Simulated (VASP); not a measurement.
# Zr3C2 (P4/mmm) in VASP: relaxation of cell and atoms with PBE

Aim: the relaxation of cell and atoms of Zr3C2 with PBE.

Everything below comes from runs of VASP 6.6.1. Logs are shortened: lines on timing, memory, paths and dates and some standing lists are left out, and cuts for length are marked.

## Step 1: The cell of the first run

Symmetry: P4/mmm, No. 123, tetragonal system. Conventional cell: a = 4.443 Å, b = 4.443 Å, c = 3.438 Å, α = 90.00°, β = 90.00°, γ = 90.00°. Zr (site symmetry mmm) has 2 Zr at 2.22 Å and 8 C at 2.81 Å within 2.9 Å. Within 2.3 Å of Zr (site symmetry 4/mmm) lie 2 C at 1.72 Å and 4 Zr at 2.22 Å. Within 2.3 Å of C (site symmetry 4/mmm) lie 2 Zr at 1.72 Å. Within 3.7 Å of C (site symmetry 4/mmm) lie 16 Zr at 2.81 to 3.58 Å and 6 C at 3.14 to 3.44 Å.

The cell was built from a structure type or drawn by symmetry, and may not be a known phase.

## Step 2: Relaxation of cell and atoms, PBE

INCAR

```
PREC = Accurate
ENCUT = 600
EDIFF = 1E-6
ISMEAR = 0
SIGMA = 0.1
LREAL = F
LASPH = T
NELM = 80
ALGO = Normal
ISIF = 3
LWAVE = F
LCHARG = F
GGA = PE
IBRION = 2
NSW = 90
EDIFFG = -0.04
```

KPOINTS

```
Automatic mesh
0
Gamma
  4 4 6
```

POSCAR

```
Zr3C2
1.0
    4.4427503300      0.0000000000      0.0000000000
    0.0000000000      4.4427503300      0.0000000000
    0.0000000000      0.0000000000      3.4381901400
Zr C
3 2
Direct
    0.0000000000      0.5000000000      0.0000000000
    0.5000000000      0.0000000000      0.0000000000
    0.5000000000      0.5000000000      0.0000000000
    0.5000000000      0.5000000000      0.5000000000
    0.0000000000      0.0000000000      0.5000000000
```

Potentials or basis: VASP PAW PBE potentials, release 64 (Zr_sv, C).

The run is started by

```sh
> cat potpaw_PBE.64/Zr_sv/POTCAR potpaw_PBE.64/C/POTCAR > POTCAR
> mpirun -np 1 vasp_std > vasp.out
```

OUTCAR:

```text
PREC = Accurate
   ENCUT = 600
   EDIFF = 1E-6
   ISMEAR = 0
   LREAL = F
   LASPH = T
   NELM = 80
   ISIF = 3
   GGA = PE
   IBRION = 2
   NSW = 90
   EDIFFG = -0.04

 ion  position               nearest neighbor table
   1  0.000  0.500  0.000-   3 2.22   3 2.22   5 2.81   4 2.81   5 2.81   5 2.81   5 2.81   4 2.81
                             4 2.81   4 2.81   2 3.14   2 3.14   2 3.14   2 3.14
   2  0.500  0.000  0.000-   3 2.22   3 2.22   5 2.81   4 2.81   5 2.81   4 2.81   4 2.81   4 2.81
                             5 2.81   5 2.81   1 3.14   1 3.14   1 3.14   1 3.14
   3  0.500  0.500  0.000-   4 1.72   4 1.72   1 2.22   2 2.22   2 2.22   1 2.22
   4  0.500  0.500  0.500-   3 1.72   3 1.72   1 2.81   1 2.81   2 2.81   2 2.81   2 2.81   2 2.81
                             1 2.81   1 2.81
   5  0.000  0.000  0.500-   1 2.81   2 2.81   1 2.81   2 2.81   1 2.81   1 2.81   2 2.81   2 2.81

  LATTYP: Found a simple tetragonal cell.
 ALAT       =     4.4427503300
 C/A-ratio  =     0.7738877688

  Lattice vectors:

 A1 = (   4.4427503300,   0.0000000000,   0.0000000000)
 A2 = (   0.0000000000,   4.4427503300,   0.0000000000)
 A3 = (   0.0000000000,   0.0000000000,   3.4381901400)

Analysis of symmetry for initial positions (statically):
=====================================================================
 Subroutine PRICEL returns:
 Original cell was already a primitive cell.

 Routine SETGRP: Setting up the symmetry group for a
 simple tetragonal supercell.

 Subroutine GETGRP returns: Found 16 space group operations
 (whereof 16 operations were pure point group operations)
 out of a pool of 16 trial point group operations.

The static configuration has the point symmetry D_4h.

Analysis of symmetry for dynamics (positions and initial velocities):
=====================================================================
 Subroutine PRICEL returns:
 Original cell was already a primitive cell.

 Routine SETGRP: Setting up the symmetry group for a
 simple tetragonal supercell.

 Subroutine GETGRP returns: Found 16 space group operations
 (whereof 16 operations were pure point group operations)
 out of a pool of 16 trial point group operations.

The dynamic configuration has the point symmetry D_4h.

 Subroutine INISYM returns: Found 16 space group operations
 (whereof 16 operations are pure point group operations),
 and found     1 'primitive' translations

----------------------------------------------------------------------------------------

                                     Primitive cell

  volume of cell :      67.8631

  direct lattice vectors                    reciprocal lattice vectors
[... 50 lines left out ...]
  0.000000  0.000000  0.000000      1.000000
  0.250000  0.000000  0.000000      4.000000
  0.500000  0.000000  0.000000      2.000000
  0.250000  0.250000  0.000000      4.000000
  0.500000  0.250000  0.000000      4.000000
  0.500000  0.500000  0.000000      1.000000
[... 16 lines left out ...]
  0.500000  0.250000  0.500000      4.000000
  0.500000  0.500000  0.500000      1.000000
   k-points           NKPTS =     24   k-points in BZ     NKDIM =     24   number of bands    NBANDS=     26
   number of dos      NEDOS =    301   number of ions     NIONS =      5
   total plane-waves  NPLWV =  36288
   dimension x,y,z NGX =    36 NGY =   36 NGZ =   28
   dimension x,y,z NGXF=    72 NGYF=   72 NGZF=   56
   ions per type =               3   2
   NGX,Y,Z   is equivalent  to a cutoff of  13.47, 13.47, 13.54 a.u.
   NGXF,Y,Z  is equivalent  to a cutoff of  26.94, 26.94, 27.08 a.u.
 SYSTEM =  unknown system
   PREC   = accura    normal or accurate (medium, high low for compatibility)
   ISTART =      0    job   : 0-new  1-cont  2-samecut
   ICHARG =      2    charge: 1-file 2-atom 10-const
   ISPIN  =      1    spin polarized calculation?
   LNONCOLLINEAR =      F non collinear calculations
   LSORBIT =      F    spin-orbit coupling
   LASPH  =      T    aspherical Exc in radial PAW
   ENCUT  =  600.0 eV  44.10 Ry    6.64 a.u.   8.87  8.87  6.87*2*pi/ulx,y,z
   NELM   =     80;   NELMIN=  2; NELMDL= -5     # of ELM steps
   EDIFF  = 0.1E-05   stopping-criterion for ELM
   LREAL  =      F    real-space projection
   EDIFFG = -.4E-01   stopping-criterion for IOM
   NSW    =     90    number of steps for IOM
   IBRION =      2    ionic relax: 0-MD 1-quasi-New 2-CG
   NFREE  =      1    steps in history (QN), initial steepest desc. (CG)
   ISIF   =      3    stress and relaxation
   ISYM   =      2    0-nonsym 1-usesym 2-fastsym
   POTIM  = 0.5000    time-step for ionic-motion
   TEBEG  =    0.0;   TEEND  =   0.0 temperature during run
   PSTRESS=    0.0 pullay stress
   NELECT =      44.0000    total number of electrons
   NUPDOWN=      -1.0000    fix difference up-down
   EMIN   =  10.00;   EMAX   =-10.00  energy-range for DOS
   EFERMI =   0.00;   METHOD = LEGACY
   ISMEAR =     0;   SIGMA  =   0.10  broadening in eV -4-tet -1-fermi 0-gaus
   EFERMI_NEDOS =   21; number of points for ismear=-14 and -15
   IALGO  =     38    algorithm
   IMIX   =      4    mixing-type and parameters
     AMIX     =   0.40;   BMIX     =  1.00
     AMIX_MAG =   1.60;   BMIX_MAG =  1.00
  volume/ion in A,a.u.               =      13.57        91.59
  Fermi-wavevector in a.u.,A,eV,Ry     =   1.416928  2.677606 27.316217  2.007685
  Thomas-Fermi vector in A             =   2.538211
   LORBIT       =      0    0 simple, 1 ext, 2 COOP (PROOUT), +10 PAW based schemes
   GGA     = PE    functional components
   LHFCALC =     F    Hartree Fock is set to
   AEXX    =    0.0000 exact exchange contribution
   IVDW    =     0    specifies the selected vdW correction
   LEPSILON=     F    determine dielectric tensor
   LRPA    =     F    only Hartree local field effects (RPA)
 conjugate gradient relaxation of ions
 non-spin polarized calculation
 Gauss-broadening in eV      SIGMA  =   0.10
  energy-cutoff  :      600.00
  volume of cell :       67.86
 maximum number of plane-waves:      2288
 NGX is ok and might be reduce to    36
   NGX = 17   NGY = 17   NGZ = 13

--------------------------------------- Ionic step        1  -------------------------------------------

 number of electron      44.0000004 magnetization

 Free energy of the ion-electron system (eV)
  ---------------------------------------------------
  ext. energy  EPLUGINS =         0.00000000
  ---------------------------------------------------
  free energy    TOTEN  =       -26.76893688 eV

  energy without entropy =      -26.75287503  energy(sigma->0) =      -26.76090595

 E-fermi :  10.7950     XC(G=0): -12.0962

 val. band max:       10.7464170261   @ k =   0.2500   0.0000   0.0000
 cond. band min:      10.7963516738   @ k =   0.5000   0.2500   0.1667
 fundamental gap:      0.0499346477
 Fermi energy:        10.7950371783
[... 1474 lines left out ...]
--------------------------------------- Ionic step        3  -------------------------------------------

 number of electron      43.9999997 magnetization

 Free energy of the ion-electron system (eV)
  ---------------------------------------------------
  ext. energy  EPLUGINS =         0.00000000
  ---------------------------------------------------
  free energy    TOTEN  =       -32.36131739 eV

  energy without entropy =      -32.34885267  energy(sigma->0) =      -32.35508503

 E-fermi :   5.7563     XC(G=0): -10.0632

 val. band max:        5.6428909494   @ k =   0.5000   0.0000   0.1667
 cond. band min:       5.7602990888   @ k =   0.2500   0.2500   0.0000
 fundamental gap:      0.1174081394
 Fermi energy:         5.7563447258
[... 726 lines left out ...]
  FREE ENERGIE OF THE ION-ELECTRON SYSTEM (eV)
  ---------------------------------------------------
  free  energy   TOTEN  =       -32.3613173879 eV

  energy  without entropy=      -32.3488526742  energy(sigma->0) =      -32.35508503

 reached required accuracy - stopping structural energy minimisation
```

OSZICAR:

```text
N       E                     dE             d eps       ncg     rms          rms(c)
DAV:   1     0.512157456692E+03    0.51216E+03   -0.26744E+04  1248   0.193E+03
DAV:   2     0.864940866102E+01   -0.50351E+03   -0.49612E+03  1418   0.525E+02
DAV:   3    -0.310253075664E+02   -0.39675E+02   -0.39035E+02  2212   0.118E+02
[... 45 lines left out ...]
DAV:   9    -0.323611517001E+02   -0.20940E-02   -0.18420E-02  1770   0.579E-01    0.677E-02
DAV:  10    -0.323612784400E+02   -0.12674E-03   -0.14635E-03  2046   0.167E-01    0.235E-02
DAV:  11    -0.323613117456E+02   -0.33306E-04   -0.13036E-04  2048   0.547E-02    0.117E-02
DAV:  12    -0.323613154119E+02   -0.36663E-05   -0.12202E-05  1676   0.174E-02    0.400E-03
DAV:  13    -0.323613173795E+02   -0.19676E-05   -0.30713E-06  1132   0.894E-03    0.190E-03
DAV:  14    -0.323613173879E+02   -0.83428E-08   -0.40128E-07   818   0.375E-03
   3 F= -.32361317E+02 E0= -.32355085E+02  d E =-.559238E+01
```

CONTCAR:

```text
Zr3C2
   1.00000000000000
     5.1354403741504191    0.0000000000000000    0.0000000000000000
     0.0000000000000000    5.1354403741504191    0.0000000000000000
    -0.0000000000000000   -0.0000000000000000    3.9761509602202265
  Zr              C
     3     2
Direct
     0.0000000000000000    0.5000000000000000    0.0000000000000000
     0.5000000000000000    0.0000000000000000    0.0000000000000000
     0.5000000000000000    0.5000000000000000    0.0000000000000000
     0.5000000000000000    0.5000000000000000    0.5000000000000000
     0.0000000000000000    0.0000000000000000    0.5000000000000000

  0.00000000E+00  0.00000000E+00  0.00000000E+00
  0.00000000E+00  0.00000000E+00  0.00000000E+00
  0.00000000E+00  0.00000000E+00  0.00000000E+00
  0.00000000E+00  0.00000000E+00  0.00000000E+00
  0.00000000E+00  0.00000000E+00  0.00000000E+00
```

Run time: 6.2 min. Hardware: 1 thread of Intel Xeon 8259CL, shared host; peak memory 0.21 GiB.

What came out:

```
Free energy                           : -32.3613 eV
Relaxed volume                        : 20.97 Å³/atom
Relaxed cell                          : a = 5.135 Å, b = 5.135 Å, c = 3.976 Å, α = 90.00°, β = 90.00°, γ = 90.00°
Space group after relaxing (to 0.1 Å) : P4/mmm (No. 123)
Energy gained by relaxing             : 1118.5 meV/atom
Ionic steps                           : 3
Pressure after relaxing               : 0.0 GPa
Band gap on the k mesh                : zero (bands 22 and 23 overlap by 1.25 eV)
```

Step by step:
| step | energy change (eV) | largest force (eV/Å) | pressure (GPa) | volume (Å³) |
| --- | --- | --- | --- | --- |
| 1 | 0.0000 | 0.0000 | 69.02 | 67.86 |
| 2 | -3.7063 | 0.0000 | -12.66 | 143.01 |
| 3 | -5.5924 | 0.0000 | -0.02 | 104.86 |

Final structure:
```
Zr C
1.0
     5.13544    0.00000    0.00000
     0.00000    5.13544    0.00000
     0.00000    0.00000    3.97615
Zr C
3 2
Direct
  0.00000 0.50000 0.00000
  0.50000 0.00000 0.00000
  0.50000 0.50000 0.00000
  0.50000 0.50000 0.50000
  0.00000 0.00000 0.50000
```

Caveat: the volume moved by over 15 % at a fixed basis, so the end points are rough.
